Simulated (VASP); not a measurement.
Here is a VASP 6.6.1 calculation.

The input INCAR:

```
ALGO = Fast ; EDIFF = 1E-6
ENCUT = 520 ; GGA = PE
ISIF = 2 ; ISMEAR = 0
LASPH = True ; LCHARG = True
LELF = True ; LREAL = False
LVHAR = True ; LWAVE = False
NBANDS = 13 ; NELM = 100
PREC = Accurate ; SIGMA = 0.15
```

The input KPOINTS:

```
k-points
0
Gamma
  22 22 22
```

File POSCAR:

```
Mo
1.0
    0.0000000000      2.3036518973      1.4494577738
    2.3036518973      0.0000000000      1.4494577738
    2.3036518973      2.3036518973      0.0000000000
Mo
1
Direct
    0.0000000000      0.0000000000      0.0000000000
```

Potentials or basis: VASP PAW PBE potentials, release 64 (Mo_sv).

Command:

```sh
$ cat potpaw_PBE.64/Mo_sv/POTCAR > POTCAR
$ mpirun -np 1 vasp_std > vasp.out
```

**Question.** Predict the band gap on the k mesh.

**Answer.** Zero (band 7 reaches 16.85 eV, above the bottom of band 8 at 11.47 eV).

**Question.** What does it give for the pressure?

**Answer.** 9.4 GPa.

Stress tensor (GPa, compression positive):
```
-1.83  0.00  0.00
 0.00 -1.83  0.00
 0.00  0.00 32.00
```
